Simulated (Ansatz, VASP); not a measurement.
Two plane-wave programs on TaN

```
CELL_PARAMETERS angstrom
0.00000 2.21713 2.17900
2.17900 0.00000 2.17900
2.17900 2.21713 0.00000
ATOMIC_POSITIONS crystal
Ta 0.50000 0.50000 0.50000
N 0.00000 0.00000 0.00000
```

Change from the starting cell: strain +0.0175 x Voigt [0, 1, 0, 0, 0, 0], atoms carried along.

Alike in both runs: task single point; functional PBE; k mesh 18 × 18 × 18; occupations gaussian, width 0.15 eV; no spin polarisation.

```csv
,VASP,Ansatz
version,VASP 6.6.1,Ansatz 0.2.0
potentials or method,"VASP PAW PBE potentials, release 64 (Ta_pv, N), cutoff 520 eV","scalar-relativistic, plane waves, PAW"
valence electrons in the cell,16,18
```

|  | VASP | Ansatz | Ansatz less VASP |
| --- | --- | --- | --- |
| gap on the k mesh at the Fermi level (eV) | none | none | - |
| pressure (GPa) | 9.1 | 8.3 | -0.89 |
| traceless stress, the component that is largest in VASP (GPa) | -7.24 | -7.20 | +0.041 |

A gap of «none» marks a metal or a gap that the smearing closes. The functional is the same, so the differences come from potentials, cutoffs and numerics. VASP's potentials hold 16 valence electrons a cell and Ansatz's 18, so a difference there can come from the potentials and not from the codes.

Spin-orbit coupling is off throughout.
